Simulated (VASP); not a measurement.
Runs of VASP 6.6.1 on SiGe. The structure is that of space group P6_3mc (No. 186), or close to it. The cells are those of the table. 

```tsv
cell	gap on the mesh (eV)	pressure (GPa)	largest force (eV/Å)
a = 4.074, b = 4.074, c = 6.144 Å, angles 90.0, 90.0, 120.0°, 4 atoms	none	(a)	1.06
a = 4.125, b = 4.125, c = 6.221 Å, angles 90.0, 90.0, 120.0°, 4 atoms	none	-4.2	0.93
a = 3.848, b = 3.848, c = 6.356 Å, angles 90.0, 90.0, 120.0°, 4 atoms	(c)	3.6	0.02
a = 4.088, b = 4.088, c = 5.630 Å, angles 90.0, 90.0, 120.0°, 4 atoms	none	9.4	3.65
a = 4.199, b = 4.199, c = 5.782 Å, angles 90.0, 90.0, 120.0°, 4 atoms	none	(d)	2.85
a = 3.719, b = 3.719, c = 7.370 Å, angles 90.0, 90.0, 120.0°, 4 atoms	none	0.5	0.72
a = 3.570, b = 3.570, c = 7.075 Å, angles 90.0, 90.0, 120.0°, 4 atoms	none	(b)	1.63
a = 3.621, b = 3.621, c = 7.176 Å, angles 90.0, 90.0, 120.0°, 4 atoms	none	7.6	1.28
a = 3.882, b = 3.882, c = 7.024 Å, angles 90.0, 90.0, 120.0°, 4 atoms	none	-4.4	0.38
a = 3.671, b = 3.671, c = 7.274 Å, angles 90.0, 90.0, 120.0°, 4 atoms	none	3.7	0.98
a = 3.910, b = 3.910, c = 5.898 Å, angles 90.0, 90.0, 120.0°, 4 atoms	none	9.6	1.59
a = 4.144, b = 4.144, c = 5.707 Å, angles 90.0, 90.0, 120.0°, 4 atoms	none	5.2	3.23
```

Alike in all rows: task single point; level PBEsol; potentials or basis VASP PAW PBE potentials, release 64 (Si, Ge_d); no spin polarisation; k mesh 12 × 12 × 6; cutoff (eV) 520; smearing gaussian 0.03 eV.

Question: Estimate the missing entries.

Answer: (a) -1.8; (b) 12.5; (c) 0.28; (d) 1.9.

Caveats: the PAW data sets were made with another functional, which shifts forces and pressure a little; semilocal functionals underestimate gaps, and a narrow one can read as zero (at least some runs); the stress differs along the axes, from -8 to 11 GPa (at least some runs); the stress differs along the axes, from -10 to 7 GPa (at least some runs); the cell stands under pressure (at least some runs); the stress differs along the axes, from -8 to 44 GPa (at least some runs); the stress differs along the axes, from -12 to 29 GPa (at least some runs).

A k mesh can miss the band edges, and the runs leave out spin-orbit coupling on Ge.

A gap of «none» marks levels without a gap at the run's occupations.
